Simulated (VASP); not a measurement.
Input of a VASP 6.6.1 run:

The input INCAR:

```
ALGO = Normal
EDIFF = 1E-7
EDIFFG = -0.005
ENCUT = 500
GGA = CA
GGA_COMPAT = F
IBRION = 2
ISIF = 3
ISMEAR = -1
LASPH = T
LCHARG = F
LREAL = F
LWAVE = F
NELM = 120
NELMIN = 4
NSW = 32
PREC = Accurate
PSTRESS = 50.0
SIGMA = 0.05
```

File KPOINTS:

```
k-points
0
Gamma
  13 13 13
```

POSCAR

```
Cs
1.0
   -2.1610920666      2.1610920666      2.1610920666
    2.1610920666     -2.1610920666      2.1610920666
    2.1610920666      2.1610920666     -2.1610920666
Cs
1
Direct
    0.0000000000      0.0000000000      0.0000000000
```

Potentials or basis: VASP PAW LDA potentials, release 64 (Cs_sv).

The run is started by

```sh
$ cat potpaw_LDA.64/Cs_sv/POTCAR > POTCAR
$ mpirun -np 1 vasp_std > vasp.out
```

(1) Estimate the relaxed cell.

(2) Estimate the space group after relaxing (to 0.1 Å).

Answers

(1) a = 3.755 Å, b = 3.755 Å, c = 3.755 Å, α = 109.47°, β = 109.47°, γ = 109.47°.

(2) Im-3m (No. 229).
